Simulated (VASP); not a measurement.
# B (P6_522) in VASP: further runs, part 2 of 2

VASP 6.6.1. Earlier steps stand in the parts before.

### 3 Relaxation of cell and atoms, PBE

Contents of INCAR:

```
PREC = Accurate ; ENCUT = 600
EDIFF = 1E-7 ; ISMEAR = 0
SIGMA = 0.1 ; LREAL = False
LASPH = True ; NELM = 100
ALGO = Normal ; ISIF = 3
LWAVE = False ; LCHARG = False
GGA = PE ; IBRION = 2
NSW = 100 ; EDIFFG = -0.01
```

Contents of KPOINTS:

```
regular mesh
0
Gamma
  12 12 8
```

Contents of POSCAR:

```
B
1.0
    4.4846598473      0.0000000000      0.0000000000
   -2.2423299237      3.8838293551      0.0000000000
    0.0000000000      0.0000000000      5.4846267117
B
12
Direct
    0.3507325677      0.3558970469      0.6784713301
    0.6441029531      0.9948355207      0.3451379968
    0.0051644793      0.6492674323      0.0118046634
    0.6492674323      0.6441029531      0.1784713301
    0.3558970469      0.0051644793      0.8451379968
    0.9948355207      0.3507325677      0.5118046634
    0.9948355207      0.6441029531      0.3215286699
    0.3558970469      0.3507325677      0.9881953366
    0.6492674323      0.0051644793      0.6548620032
    0.0051644793      0.3558970469      0.8215286699
    0.6441029531      0.6492674323      0.4881953366
    0.3507325677      0.9948355207      0.1548620032
```

Potentials or basis: VASP PAW PBE potentials, release 64 (B).

Command:

```bash
$ cat potpaw_PBE.64/B/POTCAR > POTCAR
$ mpirun -np 1 vasp_std > vasp.out
```

OUTCAR:

```text
PREC = Accurate
   ENCUT = 600
   EDIFF = 1E-7
   ISMEAR = 0
   LREAL = False
   LASPH = True
   NELM = 100
   ISIF = 3
   GGA = PE
   IBRION = 2
   NSW = 100
   EDIFFG = -0.01

 ion  position               nearest neighbor table
   1  0.351  0.356  0.678-  11 1.68   8 1.70  10 1.74   5 1.83   6 1.83
   2  0.644  0.995  0.345-  12 1.68   9 1.70  11 1.74   4 1.83   6 1.83
   3  0.005  0.649  0.012-  10 1.68   7 1.70  12 1.74   5 1.83   4 1.83
   4  0.649  0.644  0.178-   8 1.68  11 1.70   7 1.74   2 1.83   3 1.83
   5  0.356  0.005  0.845-   9 1.68  12 1.70   8 1.74   1 1.83   3 1.83
   6  0.995  0.351  0.512-   7 1.68  10 1.70   9 1.74   2 1.83   1 1.83
   7  0.995  0.644  0.322-   6 1.68   3 1.70   4 1.74  11 1.83  12 1.83
   8  0.356  0.351  0.988-   4 1.68   1 1.70   5 1.74  10 1.83  12 1.83
   9  0.649  0.005  0.655-   5 1.68   2 1.70   6 1.74  10 1.83  11 1.83
  10  0.005  0.356  0.822-   3 1.68   6 1.70   1 1.74   8 1.83   9 1.83
  11  0.644  0.649  0.488-   1 1.68   4 1.70   2 1.74   7 1.83   9 1.83
  12  0.351  0.995  0.155-   2 1.68   5 1.70   3 1.74   7 1.83   8 1.83

  LATTYP: Found a hexagonal cell.
 ALAT       =     4.4846598473
 C/A-ratio  =     1.2229749632

  Lattice vectors:

 A1 = (   4.4846598473,   0.0000000000,   0.0000000000)
 A2 = (  -2.2423299237,   3.8838293551,   0.0000000000)
 A3 = (   0.0000000000,   0.0000000000,   5.4846267117)

Analysis of symmetry for initial positions (statically):
=====================================================================
 Subroutine PRICEL returns:
 Original cell was already a primitive cell.

 Routine SETGRP: Setting up the symmetry group for a
 hexagonal supercell.

 Subroutine GETGRP returns: Found 12 space group operations
 (whereof  2 operations were pure point group operations)
 out of a pool of 24 trial point group operations.

The static configuration has the point symmetry C_2 .
 The point group associated with its full space group is D_6 .

Analysis of symmetry for dynamics (positions and initial velocities):
=====================================================================
 Subroutine PRICEL returns:
 Original cell was already a primitive cell.

 Routine SETGRP: Setting up the symmetry group for a
 hexagonal supercell.

 Subroutine GETGRP returns: Found 12 space group operations
 (whereof  2 operations were pure point group operations)
 out of a pool of 24 trial point group operations.

The dynamic configuration has the point symmetry C_2 .
 The point group associated with its full space group is D_6 .

 Subroutine INISYM returns: Found 12 space group operations
 (whereof  2 operations are pure point group operations),
 and found     1 'primitive' translations

----------------------------------------------------------------------------------------

                                     Primitive cell

  volume of cell :      95.5293

  direct lattice vectors                    reciprocal lattice vectors
     4.484659847  0.000000000  0.000000000     0.222982352  0.128738921  0.000000000
    -2.242329924  3.883829355  0.000000000     0.000000000  0.257477842  0.000000000
     0.000000000  0.000000000  5.484626712     0.000000000  0.000000000  0.182327814

  length of vectors
[... 83 lines left out ...]
 [... further k-points ...]
   k-points           NKPTS =     95   k-points in BZ     NKDIM =     95   number of bands    NBANDS=     25
   number of dos      NEDOS =    301   number of ions     NIONS =     12
   total plane-waves  NPLWV =  62208
   dimension x,y,z NGX =    36 NGY =   36 NGZ =   48
   dimension x,y,z NGXF=    72 NGYF=   72 NGZF=   96
   ions per type =              12
   NGX,Y,Z   is equivalent  to a cutoff of  13.35, 13.35, 14.55 a.u.
   NGXF,Y,Z  is equivalent  to a cutoff of  26.69, 26.69, 29.10 a.u.
 SYSTEM =  unknown system
   PREC   = accura    normal or accurate (medium, high low for compatibility)
   ISTART =      0    job   : 0-new  1-cont  2-samecut
   ICHARG =      2    charge: 1-file 2-atom 10-const
   ISPIN  =      1    spin polarized calculation?
   LNONCOLLINEAR =      F non collinear calculations
   LSORBIT =      F    spin-orbit coupling
   LASPH  =      T    aspherical Exc in radial PAW
   ENCUT  =  600.0 eV  44.10 Ry    6.64 a.u.   8.96  8.96 10.95*2*pi/ulx,y,z
   NELM   =    100;   NELMIN=  2; NELMDL= -5     # of ELM steps
   EDIFF  = 0.1E-06   stopping-criterion for ELM
   LREAL  =      F    real-space projection
   EDIFFG = -.1E-01   stopping-criterion for IOM
   NSW    =    100    number of steps for IOM
   IBRION =      2    ionic relax: 0-MD 1-quasi-New 2-CG
   NFREE  =      1    steps in history (QN), initial steepest desc. (CG)
   ISIF   =      3    stress and relaxation
   ISYM   =      2    0-nonsym 1-usesym 2-fastsym
   POTIM  = 0.5000    time-step for ionic-motion
   TEBEG  =    0.0;   TEEND  =   0.0 temperature during run
   PSTRESS=    0.0 pullay stress
   NELECT =      36.0000    total number of electrons
   NUPDOWN=      -1.0000    fix difference up-down
   EMIN   =  10.00;   EMAX   =-10.00  energy-range for DOS
   EFERMI =   0.00;   METHOD = LEGACY
   ISMEAR =     0;   SIGMA  =   0.10  broadening in eV -4-tet -1-fermi 0-gaus
   EFERMI_NEDOS =   21; number of points for ismear=-14 and -15
   IALGO  =     38    algorithm
   IMIX   =      4    mixing-type and parameters
     AMIX     =   0.40;   BMIX     =  1.00
     AMIX_MAG =   1.60;   BMIX_MAG =  1.00
  volume/ion in A,a.u.               =       7.96        53.72
  Fermi-wavevector in a.u.,A,eV,Ry     =   1.182488  2.234578 19.024727  1.398278
  Thomas-Fermi vector in A             =   2.318741
   LORBIT       =      0    0 simple, 1 ext, 2 COOP (PROOUT), +10 PAW based schemes
   GGA     = PE    functional components
   LHFCALC =     F    Hartree Fock is set to
   AEXX    =    0.0000 exact exchange contribution
   IVDW    =     0    specifies the selected vdW correction
   LEPSILON=     F    determine dielectric tensor
   LRPA    =     F    only Hartree local field effects (RPA)
 conjugate gradient relaxation of ions
 non-spin polarized calculation
 Gauss-broadening in eV      SIGMA  =   0.10
  energy-cutoff  :      600.00
  volume of cell :       95.53
 maximum number of plane-waves:      3210
 NGX is ok and might be reduce to    36
   NGX = 17   NGY = 17   NGZ = 21

--------------------------------------- Ionic step        1  -------------------------------------------

 number of electron      36.0000000 magnetization

 Free energy of the ion-electron system (eV)
  ---------------------------------------------------
  ext. energy  EPLUGINS =         0.00000000
  ---------------------------------------------------
  free energy    TOTEN  =       -74.83260099 eV

  energy without entropy =      -74.82536550  energy(sigma->0) =      -74.82898325

------------------------ aborting loop because EDIFF is reached ----------------------------------------

  FORCE on cell =-STRESS in cart. coord.  units (eV):
  Direction    XX          YY          ZZ          XY          YZ          ZX
  --------------------------------------------------------------------------------------
  -------------------------------------------------------------------------------------
  Total       -0.0841360     -0.0841360      0.3727258      0.0000000      0.0000000      0.0000000
  in kB       -1.4110929     -1.4110929      6.2511997      0.0000000      0.0000000      0.0000000
  external PRESSURE =       1.1430046 kB  Pullay stress =       0.0000000 kB
[... 217 lines left out ...]
--------------------------------------- Ionic step        6  -------------------------------------------

 number of electron      36.0000000 magnetization

 Free energy of the ion-electron system (eV)
  ---------------------------------------------------
  ext. energy  EPLUGINS =         0.00000000
  ---------------------------------------------------
  free energy    TOTEN  =       -74.83299745 eV

  energy without entropy =      -74.82583446  energy(sigma->0) =      -74.82941596

 E-fermi :   4.8286     XC(G=0): -11.2167

 val. band max:        4.8154517396   @ k =   0.3333   0.0833   0.1250
 cond. band min:       4.8365144461   @ k =   0.1667   0.0833   0.3750
 fundamental gap:      0.0210627065
 Fermi energy:         4.8286402401

 k-point     1 :       0.0000    0.0000    0.0000
  band No.  band energies     occupation
      1      -9.9087      2.00000
      2      -6.8391      2.00000
      3      -6.8391      2.00000
      4      -2.9773      2.00000
      5      -2.9773      2.00000
      6      -2.5247      2.00000
[... 661 lines left out ...]
     24      10.2145      0.00000
     25      10.9340      0.00000

 [... further k-points ...]

------------------------ aborting loop because EDIFF is reached ----------------------------------------

  FORCE on cell =-STRESS in cart. coord.  units (eV):
  Direction    XX          YY          ZZ          XY          YZ          ZX
  --------------------------------------------------------------------------------------
  -------------------------------------------------------------------------------------
  Total        0.0187983      0.0187983      0.0310481     -0.0000000      0.0000000      0.0000000
  in kB        0.3152356      0.3152356      0.5206585     -0.0000000      0.0000000      0.0000000
  external PRESSURE =       0.3837099 kB  Pullay stress =       0.0000000 kB
[... 27 lines left out ...]
  FREE ENERGIE OF THE ION-ELECTRON SYSTEM (eV)
  ---------------------------------------------------
  free  energy   TOTEN  =       -74.8329974492 eV

  energy  without entropy=      -74.8258344642  energy(sigma->0) =      -74.82941596

 reached required accuracy - stopping structural energy minimisation
```

Run time: 5.5 min. Hardware: 1 thread of Intel Xeon 6975P-C (Granite Rapids), shared host; peak memory 0.36 GiB.

What came out:

```yaml
Free_energy: -74.8330 eV
Relaxed_volume: 7.96 Å³/atom
Relaxed_cell: a = 4.481 Å, b = 4.481 Å, c = 5.493 Å, α = 90.00°, β = 90.00°, γ = 120.00°
Space_group_after_relaxing_to_0.05_Å: P6_522 (No. 179)
Energy_gained_by_relaxing: 0.0 meV/atom
Ionic_steps: 6
Pressure_after_relaxing: 0.0 GPa
Largest_force_after_relaxing: 0.005 eV/Å
Band_gap_on_the_k_mesh: zero (band 18 reaches 5.70 eV, above the bottom of band 19 at 3.46 eV)
```

Forces in eV/Å, atoms in the order of the input:
```
B    0.005  0.002  0.000
B   -0.004  0.003  0.000
B   -0.001 -0.005  0.000
B   -0.005 -0.002  0.000
B    0.004 -0.003  0.000
B    0.001  0.005  0.000
B    0.005 -0.002  0.000
B   -0.001  0.005  0.000
B   -0.004 -0.003  0.000
B   -0.005  0.002  0.000
B    0.001 -0.005  0.000
B    0.004  0.003  0.000
```

Step by step:
```tsv
step	energy change (eV)	largest force (eV/Å)	pressure (GPa)	volume (Å³)
1	0.0000	0.0125	0.11	95.53
2	-0.0002	0.0193	-0.13	95.61
3	-0.0003	0.0132	-0.07	95.59
4	-0.0003	0.0110	0.01	95.56
5	-0.0003	0.0140	0.05	95.54
6	-0.0004	0.0052	0.04	95.54
```

Final structure:
```yaml
crystal:
  lattice:
    - [4.48138, 0.00000, 0.00000]
    - [-2.24069, 3.88099, 0.00000]
    - [0.00000, 0.00000, 5.49337]
  atoms:
    - { symbol: B, position: [0.35084, 0.35613, 0.67863] }
    - { symbol: B, position: [0.64387, 0.99471, 0.34530] }
    - { symbol: B, position: [0.00529, 0.64916, 0.01196] }
    - { symbol: B, position: [0.64916, 0.64387, 0.17863] }
    - { symbol: B, position: [0.35613, 0.00529, 0.84530] }
    - { symbol: B, position: [0.99471, 0.35084, 0.51196] }
    - { symbol: B, position: [0.99471, 0.64387, 0.32137] }
    - { symbol: B, position: [0.35613, 0.35084, 0.98804] }
    - { symbol: B, position: [0.64916, 0.00529, 0.65470] }
    - { symbol: B, position: [0.00529, 0.35613, 0.82137] }
    - { symbol: B, position: [0.64387, 0.64916, 0.48804] }
    - { symbol: B, position: [0.35084, 0.99471, 0.15470] }
```

Levels at points of the mesh, in eV from the Fermi level:
```tsv
k point	band 16	band 17	band 18	band 19	band 20	band 21
(0.00, 0.00, 0.00)	-2.30	-1.62	-1.62	-1.37	0.28	0.28
(0.50, 0.00, 0.00)	-1.33	-0.47	-0.47	1.89	1.92	2.21
(0.00, 0.00, 0.50)	-2.10	-2.00	-2.00	-0.71	-0.71	2.73
(0.50, 0.00, 0.50)	-1.84	-0.67	-0.67	1.43	1.43	2.16
```

### 4 Single point, PBE

This run uses another cell than the first one, of 6.50 Å³/atom, 0.816 times its volume.

Contents of INCAR:

```
SYSTEM = B
PREC = Accurate ; ENCUT = 520
EDIFF = 1E-7 ; ISMEAR = 0
SIGMA = 0.1 ; LREAL = .False.
LASPH = .True. ; NELM = 100
ALGO = Normal ; ISIF = 2
LWAVE = .False. ; LCHARG = .False.
GGA = PE ; NBANDS = 30
```

Contents of KPOINTS:

```
Automatic mesh
0
Gamma
  6 6 4
  0 0 0
```

Contents of POSCAR:

```
B
1.0
    4.6326136200      0.0000000000      0.0000000000
   -2.3163068100      4.0119610800      0.0000000000
    0.0000000000      0.0000000000      4.1963663300
B
12
Direct
    0.3667297700      0.2968874200      0.6494079900
    0.7031125800      0.0698423500      0.3160746600
    0.9301576500      0.6332702300      0.9827413300
    0.6332702300      0.7031125800      0.1494079900
    0.2968874200      0.9301576500      0.8160746600
    0.0698423500      0.3667297700      0.4827413300
    0.0698423500      0.7031125800      0.3505920100
    0.2968874200      0.3667297700      0.0172586700
    0.6332702300      0.9301576500      0.6839253400
    0.9301576500      0.2968874200      0.8505920100
    0.7031125800      0.6332702300      0.5172586700
    0.3667297700      0.0698423500      0.1839253400
```

Command:

```bash
$ cat potpaw_PBE.64/B/POTCAR > POTCAR
$ mpirun -np 1 vasp_std > vasp.out
```

Wall time 20 s (1 thread of Intel Xeon 6975P-C (Granite Rapids), shared host); peak memory 0.18 GiB.

It converged, with:

| Item | Value |
| --- | --- |
| Free energy | -65.2309 eV |
| Pressure | 45.3 GPa |
| Largest force | 3.283 eV/Å |
| Band gap on the k mesh | zero (band 18 reaches 7.43 eV, above the bottom of band 19 at 6.42 eV) |

Forces in eV/Å, atoms in the order of the input:
```
B   -1.204 -0.152 -3.050
B    0.734 -0.967 -3.050
B    0.471  1.119 -3.050
B    1.204  0.152 -3.050
B   -0.734  0.967 -3.050
B   -0.471 -1.119 -3.050
B   -1.204  0.152  3.050
B    0.471 -1.119  3.050
B    0.734  0.967  3.050
B    1.204 -0.152  3.050
B   -0.471  1.119  3.050
B   -0.734 -0.967  3.050
```

Stress tensor (GPa, compression positive):
```
22.09  0.00  0.00
 0.00 22.09  0.00
 0.00  0.00 91.69
```

Levels at points of the mesh, in eV from the Fermi level:
| k point | band 14 | band 15 | band 16 | band 17 | band 18 | band 19 | band 20 | band 21 | band 22 | band 23 |
| --- | --- | --- | --- | --- | --- | --- | --- | --- | --- | --- |
| (0.00, 0.00, 0.00) | -3.22 | -3.22 | -3.08 | -1.51 | -0.75 | -0.75 | -0.01 | -0.01 | 3.09 | 3.09 |
| (0.50, 0.00, 0.00) | -2.59 | -2.52 | -2.42 | -2.33 | 0.17 | 0.87 | 1.07 | 1.18 | 1.45 | 3.18 |
| (0.00, 0.00, 0.50) | -5.39 | -1.19 | -1.19 | 0.12 | 0.12 | 1.89 | 1.89 | 2.63 | 2.63 | 2.91 |
| (0.50, 0.00, 0.50) | -2.22 | -0.74 | -0.74 | -0.38 | -0.38 | 0.22 | 0.22 | 0.46 | 0.46 | 1.26 |

Caveat: the k points lie up to 0.37 Å⁻¹ apart; forces of over 1 eV/Å act on the atoms, so gaps and moduli don't describe the material at rest.

### 5 The runs side by side

```csv
task,cell,k mesh,cutoff (eV),gap on the mesh (eV),pressure (GPa),largest force (eV/Å)
single point,"a = 4.482, b = 4.482, c = 5.494 Å, angles 90.0, 90.0, 120.0°, 12 atoms",12 × 12 × 8,520,none,0.0,0.01
relaxation of cell and atoms,"relaxed from a = 4.485, b = 4.485, c = 5.485 Å, angles 90.0, 90.0, 120.0°, 12 atoms",12 × 12 × 8,600,none,0.0,0.01
single point,"a = 4.633, b = 4.633, c = 4.196 Å, angles 90.0, 90.0, 120.0°, 12 atoms",6 × 6 × 4,520,none,45.3,3.28
```

Alike in all rows: level PBE; potentials or basis VASP PAW PBE potentials, release 64 (B); no spin polarisation; smearing gaussian 0.1 eV.

Caveats: some runs use coarse meshes; forces of over 1 eV/Å act on the atoms, so gaps and moduli don't describe the material at rest (some runs).

Absolute energies hang on the potentials; compare differences alone.
